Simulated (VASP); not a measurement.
BP:

```xyz
2
Lattice="0.0000 2.2690 2.2690 2.2690 0.0000 2.2690 2.2690 2.2690 0.0000" Properties=species:S:1:pos:R:3 pbc="T T T"
P     3.4035    3.4035    3.4035
B     0.0000    0.0000    0.0000
```

- Program: VASP 6.6.1
- Task: relaxation of cell and atoms
- Functional: RPBE
- Potentials or basis: VASP PAW PBE potentials, release 64 (P, B)
- Cutoff: 600 eV
- k mesh: 10 × 10 × 10
- Occupations: fermi-dirac, width 0.05 eV
- Spin: no spin polarisation

At the start: pressure 3.5 GPa; volume 11.68 Å³/atom.

**Question.** Where does the relaxation end?

**Answer.** Over 3 steps the energy falls by 2.7 meV/atom and the volume is 11.94 Å³/atom (+2.2 %); space group F-43m (No. 216, to 0.05 Å).

Step by step:
```tsv
step	energy change (eV)	largest force (eV/Å)	pressure (GPa)	volume (Å³)
1	0.0000	0.0000	3.50	23.36
2	-0.0028	0.0000	-2.29	24.24
3	-0.0055	0.0000	0.01	23.87
```

Final structure:
```
P B
1.0
     0.00000    2.28535    2.28535
     2.28535    0.00000    2.28535
     2.28535    2.28535    0.00000
P B
1 1
Direct
  0.75000 0.75000 0.75000
  0.00000 0.00000 0.00000
```

Caveat: the PAW data sets were made with another functional, which shifts forces and pressure a little.
